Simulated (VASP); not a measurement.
# AsHF (P4/mmm) in VASP: further runs

Runs on AsHF. Level: PBE. Tasks: relaxation of cell and atoms, single point.

Program: VASP 6.6.1. These are calculated values, not measurements. Logs are shortened: lines on timing, memory, paths and dates and some standing lists are left out, and cuts for length are marked.

### Step 1. The cell of the first run

The structure is tetragonal, space group P4/mmm (No. 123). The conventional cell has a = 3.113 Å, b = 3.113 Å, c = 3.390 Å, α = 90.00°, β = 90.00°, γ = 90.00°. Within 2.3 Å of H (site symmetry 4/mmm) lie 2 As at 1.70 Å and 4 F at 2.20 Å. As (site symmetry 4/mmm) has 2 H at 1.70 Å within 2.3 Å. Within 2.9 Å of F (site symmetry 4/mmm) lie 4 H at 2.20 Å and 8 As at 2.78 Å.

The cell was generated, and may not be a known phase.

### Step 2. Relaxation of cell and atoms, PBE

Contents of INCAR:

```
SYSTEM = AsHF
PREC = Accurate
ENCUT = 600
EDIFF = 1E-7
ISMEAR = 0
SIGMA = 0.1
LREAL = .FALSE.
LASPH = .TRUE.
NELM = 120
ALGO = Normal
ISIF = 3
LWAVE = .FALSE.
LCHARG = .FALSE.
GGA = PE
IBRION = 2
NSW = 90
EDIFFG = -0.04
GGA_COMPAT = .FALSE.
NELMIN = 4
```

Contents of KPOINTS:

```
Automatic mesh
0
G
  6 6 6
  0 0 0
```

Contents of POSCAR:

```
AsHF
1.0
    3.1132685275      0.0000000000      0.0000000000
    0.0000000000      3.1132685275      0.0000000000
    0.0000000000      0.0000000000      3.3900241318
H As F
1 1 1
Direct
    0.5000000000      0.5000000000      0.5000000000
    0.5000000000      0.5000000000      0.0000000000
    0.0000000000      0.0000000000      0.5000000000
```

Potentials or basis: VASP PAW PBE potentials, release 64 (H, As, F).

Started as:

```bash
> cat potpaw_PBE.64/H/POTCAR potpaw_PBE.64/As/POTCAR potpaw_PBE.64/F/POTCAR > POTCAR
> mpirun -np 1 vasp_std > vasp.out
```

OUTCAR:

```text
SYSTEM = AsHF
   PREC = Accurate
   ENCUT = 600
   EDIFF = 1E-7
   ISMEAR = 0
   LREAL = .FALSE.
   LASPH = .TRUE.
   NELM = 120
   ISIF = 3
   GGA = PE
   IBRION = 2
   NSW = 90
   EDIFFG = -0.04
   NELMIN = 4

 ion  position               nearest neighbor table
   1  0.500  0.500  0.500-   2 1.70   2 1.70
   2  0.500  0.500  0.000-   1 1.70   1 1.70
   3  0.000  0.000  0.500-

  LATTYP: Found a simple tetragonal cell.
 ALAT       =     3.1132685275
 C/A-ratio  =     1.0888955135

  Lattice vectors:

 A1 = (   3.1132685275,   0.0000000000,   0.0000000000)
 A2 = (   0.0000000000,   3.1132685275,   0.0000000000)
 A3 = (   0.0000000000,   0.0000000000,   3.3900241318)

Analysis of symmetry for initial positions (statically):
=====================================================================
 Subroutine PRICEL returns:
 Original cell was already a primitive cell.

 Routine SETGRP: Setting up the symmetry group for a
 simple tetragonal supercell.

 Subroutine GETGRP returns: Found 16 space group operations
 (whereof 16 operations were pure point group operations)
 out of a pool of 16 trial point group operations.

The static configuration has the point symmetry D_4h.

Analysis of symmetry for dynamics (positions and initial velocities):
=====================================================================
 Subroutine PRICEL returns:
 Original cell was already a primitive cell.

 Routine SETGRP: Setting up the symmetry group for a
 simple tetragonal supercell.

 Subroutine GETGRP returns: Found 16 space group operations
 (whereof 16 operations were pure point group operations)
 out of a pool of 16 trial point group operations.

The dynamic configuration has the point symmetry D_4h.

 Subroutine INISYM returns: Found 16 space group operations
 (whereof 16 operations are pure point group operations),
 and found     1 'primitive' translations

----------------------------------------------------------------------------------------

                                     Primitive cell

  volume of cell :      32.8576

  direct lattice vectors                    reciprocal lattice vectors
     3.113268527  0.000000000  0.000000000     0.321205830  0.000000000  0.000000000
[... 104 lines left out ...]
   EFERMI_NEDOS =   21; number of points for ismear=-14 and -15
   IALGO  =     38    algorithm
   IMIX   =      4    mixing-type and parameters
     AMIX     =   0.40;   BMIX     =  1.00
     AMIX_MAG =   1.60;   BMIX_MAG =  1.00
  volume/ion in A,a.u.               =      10.95        73.91
  Fermi-wavevector in a.u.,A,eV,Ry     =   1.201833  2.271134 19.652275  1.444401
  Thomas-Fermi vector in A             =   2.337631
   LORBIT       =      0    0 simple, 1 ext, 2 COOP (PROOUT), +10 PAW based schemes
   GGA     = PE    functional components
   LHFCALC =     F    Hartree Fock is set to
   AEXX    =    0.0000 exact exchange contribution
   IVDW    =     0    specifies the selected vdW correction
   LEPSILON=     F    determine dielectric tensor
   LRPA    =     F    only Hartree local field effects (RPA)
 conjugate gradient relaxation of ions
 non-spin polarized calculation
 Gauss-broadening in eV      SIGMA  =   0.10
  energy-cutoff  :      600.00
  volume of cell :       32.86
 maximum number of plane-waves:      1128
 NGX is ok and might be reduce to    28
   NGX = 13   NGY = 13   NGZ = 13

--------------------------------------- Ionic step        1  -------------------------------------------

 number of electron      12.9999992 magnetization

 Free energy of the ion-electron system (eV)
  ---------------------------------------------------
  ext. energy  EPLUGINS =         0.00000000
  ---------------------------------------------------
  free energy    TOTEN  =       -10.12033085 eV

  energy without entropy =      -10.11257440  energy(sigma->0) =      -10.11645263

------------------------ aborting loop because EDIFF is reached ----------------------------------------

  FORCE on cell =-STRESS in cart. coord.  units (eV):
  Direction    XX          YY          ZZ          XY          YZ          ZX
  --------------------------------------------------------------------------------------
  -------------------------------------------------------------------------------------
  Total       -0.2795647     -0.2795647      0.3005908      0.0000000      0.0000000      0.0000000
  in kB      -13.6319168    -13.6319168     14.6571782      0.0000000      0.0000000      0.0000000
  external PRESSURE =      -4.2022185 kB  Pullay stress =       0.0000000 kB
[... 98 lines left out ...]
--------------------------------------- Ionic step        4  -------------------------------------------

 number of electron      12.9999994 magnetization

 Free energy of the ion-electron system (eV)
  ---------------------------------------------------
  ext. energy  EPLUGINS =         0.00000000
  ---------------------------------------------------
  free energy    TOTEN  =       -10.12391422 eV

  energy without entropy =      -10.11612486  energy(sigma->0) =      -10.12001954

 E-fermi :   3.3582     XC(G=0): -10.4442

 val. band max:        3.3145798181   @ k =   0.3333   0.1667   0.3333
 cond. band min:       3.4345507610   @ k =   0.3333   0.0000   0.3333
 fundamental gap:      0.1199709428
 Fermi energy:         3.3582307725

 k-point     1 :       0.0000    0.0000    0.0000
  band No.  band energies     occupation
      1     -18.6955      2.00000
      2      -8.9210      2.00000
      3      -0.6261      2.00000
      4       0.1195      2.00000
      5       0.1195      2.00000
      6       3.6670      0.00001
      7       5.1210      0.00000
      8       6.9437      0.00000
      9       6.9437      0.00000
     10      11.4007      0.00000
[... 287 lines left out ...]
 k-point    24 :       0.5000    0.0000    0.3333
  band No.  band energies     occupation
      1     -18.3747      2.00000
      2      -7.4140      2.00000
      3      -2.9874      2.00000
      4      -1.9146      2.00000
      5       0.6144      2.00000
      6       1.9601      2.00000
      7       2.9233      2.00000
      8       7.5497      0.00000
      9      11.3995      0.00000
     10      13.1254      0.00000

 [... further k-points ...]

------------------------ aborting loop because EDIFF is reached ----------------------------------------

  FORCE on cell =-STRESS in cart. coord.  units (eV):
  Direction    XX          YY          ZZ          XY          YZ          ZX
  --------------------------------------------------------------------------------------
  -------------------------------------------------------------------------------------
  Total       -0.0019744     -0.0019744      0.0046405      0.0000000      0.0000000      0.0000000
  in kB       -0.0974795     -0.0974795      0.2291064      0.0000000      0.0000000      0.0000000
  external PRESSURE =       0.0113825 kB  Pullay stress =       0.0000000 kB
[... 18 lines left out ...]
  FREE ENERGIE OF THE ION-ELECTRON SYSTEM (eV)
  ---------------------------------------------------
  free  energy   TOTEN  =       -10.1239142176 eV

  energy  without entropy=      -10.1161248568  energy(sigma->0) =      -10.12001954

 reached required accuracy - stopping structural energy minimisation
```

OSZICAR:

```text
N       E                     dE             d eps       ncg     rms          rms(c)
DAV:   1     0.533886761207E+02    0.53389E+02   -0.70295E+03   808   0.125E+03
DAV:   2    -0.935265410899E+01   -0.62741E+02   -0.60629E+02  1026   0.218E+02
DAV:   3    -0.114646132178E+02   -0.21120E+01   -0.20916E+01   906   0.447E+01
DAV:   4    -0.114735093939E+02   -0.88962E-02   -0.88949E-02   890   0.312E+00
[... 33 lines left out ...]
DAV:   3    -0.101239845322E+02    0.92221E-03   -0.57430E-03   878   0.664E-01    0.562E-02
DAV:   4    -0.101239170297E+02    0.67502E-04   -0.31578E-04   810   0.151E-01    0.158E-02
DAV:   5    -0.101239142591E+02    0.27707E-05   -0.19244E-05   858   0.386E-02    0.503E-03
DAV:   6    -0.101239141932E+02    0.65841E-07   -0.12135E-06   828   0.111E-02    0.110E-03
DAV:   7    -0.101239142176E+02   -0.24417E-07   -0.60682E-08   420   0.245E-03
   4 F= -.10123914E+02 E0= -.10120020E+02  d E =-.246629E-03
```

CONTCAR:

```text
AsHF
   1.00000000000000
     3.0842632934910874    0.0000000000000000    0.0000000000000000
     0.0000000000000000    3.0842632934910874   -0.0000000000000000
    -0.0000000000000000    0.0000000000000000    3.4113871187199094
  H               As              F
     1     1     1
Direct
     0.5000000000000000    0.5000000000000000    0.5000000000000000
     0.5000000000000000    0.5000000000000000    0.0000000000000000
     1.0000000000000000    0.0000000000000000    0.5000000000000000

  0.00000000E+00  0.00000000E+00  0.00000000E+00
  0.00000000E+00  0.00000000E+00  0.00000000E+00
  0.00000000E+00  0.00000000E+00  0.00000000E+00
```

It took 33 s on 1 thread of Oxide Virtual Turin-like, shared host; peak memory 0.14 GiB.

Results:

```
Free energy                           : -10.1239 eV
Relaxed volume                        : 10.82 Å³/atom
Relaxed cell                          : a = 3.084 Å, b = 3.084 Å, c = 3.411 Å, α = 90.00°, β = 90.00°, γ = 90.00°
Space group after relaxing (to 0.1 Å) : P4/mmm (No. 123)
Energy gained by relaxing             : 1.2 meV/atom
Ionic steps                           : 4
Pressure after relaxing               : 0.0 GPa
Band gap on the k mesh                : zero (an odd number of electrons rules out a gap without spin polarisation)
```

The path:
```csv
step,energy change (eV),largest force (eV/Å),pressure (GPa),volume (Å³)
1,0.0000,0.0000,-0.42,32.86
2,-0.0028,0.0000,-0.44,32.72
3,-0.0033,0.0000,-0.44,32.63
4,-0.0036,0.0000,0.00,32.45
```

Final structure:
```xyz
3
Lattice="3.0843 0.0000 0.0000 0.0000 3.0843 0.0000 0.0000 0.0000 3.4114" Properties=species:S:1:pos:R:3 pbc="T T T"
H     1.5421    1.5421    1.7057
As    1.5421    1.5421    0.0000
F     3.0843    0.0000    1.7057
```

Caveat: an odd number of electrons without spin polarisation forces a metal; a magnetic or distorted state may lie lower.

### Step 3. Single point, PBE

This run uses another cell than the first one, of 10.80 Å³/atom.

Contents of INCAR:

```
SYSTEM = AsHF
PREC     = Accurate       ! precision mode
ENCUT    = 600            ! plane-wave cutoff, eV
EDIFF    = 1E-6           ! SCF threshold, eV
ISMEAR   = 0              ! smearing method
SIGMA    = 0.1            ! smearing width, eV
LREAL    = .False.        ! projectors in reciprocal space
LASPH    = .True.         ! aspherical terms in the spheres
NELM     = 120            ! most SCF steps
ALGO     = Normal         ! electronic algorithm
ISIF     = 2              ! what is computed and relaxed
LWAVE    = .False.        ! write WAVECAR
LCHARG   = .False.        ! write CHGCAR
GGA      = PE             ! functional
NBANDS   = 14             ! bands
GGA_COMPAT= .False.
```

Contents of KPOINTS:

```
Automatic mesh
0
Gamma
  16 16 14
  0 0 0
```

Contents of POSCAR:

```
AsHF
1.0
    3.0742790931      0.0000000000      0.0000000000
    0.0000000000      3.0742790931      0.0000000000
    0.0000000000      0.0000000000      3.4276442000
H As F
1 1 1
Direct
    0.5000000000      0.5000000000      0.5000000000
    0.5000000000      0.5000000000      0.0000000000
    0.0000000000      0.0000000000      0.5000000000
```

Potentials or basis: VASP PAW PBE potentials, release 64 (H, As, F).

Started as:

```bash
> cat potpaw_PBE.64/H/POTCAR potpaw_PBE.64/As/POTCAR potpaw_PBE.64/F/POTCAR > POTCAR
> mpirun -np 1 vasp_std > vasp.out
```

Wall time 3.5 min (1 thread of Oxide Virtual Turin-like, shared host); peak memory 0.3 GiB.

It converged, with:

| Item | Value |
| --- | --- |
| Free energy | -10.0590 eV |
| Pressure | -0.2 GPa |
| Band gap on the k mesh | zero (an odd number of electrons rules out a gap without spin polarisation) |

Stress tensor (GPa, compression positive):
```
-0.30  0.00  0.00
 0.00 -0.30  0.00
 0.00  0.00 -0.05
```

Levels at points of the mesh, in eV from the Fermi level:
```tsv
k point	band 4	band 5	band 6	band 7	band 8	band 9
(0.00, 0.00, 0.00)	-3.17	-3.17	0.35	1.80	3.67	3.67
(0.50, 0.00, 0.00)	-3.12	-2.78	-2.74	1.17	1.95	3.76
(0.50, 0.50, 0.00)	-5.33	-2.94	0.20	0.20	2.25	2.77
(0.00, 0.00, 0.50)	-2.85	-2.85	-2.51	3.37	3.37	9.54
(0.50, 0.00, 0.50)	-5.56	-2.66	-1.32	0.20	4.51	7.17
(0.50, 0.50, 0.50)	-4.01	-4.01	-3.74	-1.81	-1.81	9.24
```

Caveat: an odd number of electrons without spin polarisation forces a metal; a magnetic or distorted state may lie lower.

(Continued in part 2 of 2.)

The gap in the log of VASP goes by the Fermi energy; the results here count the filled bands.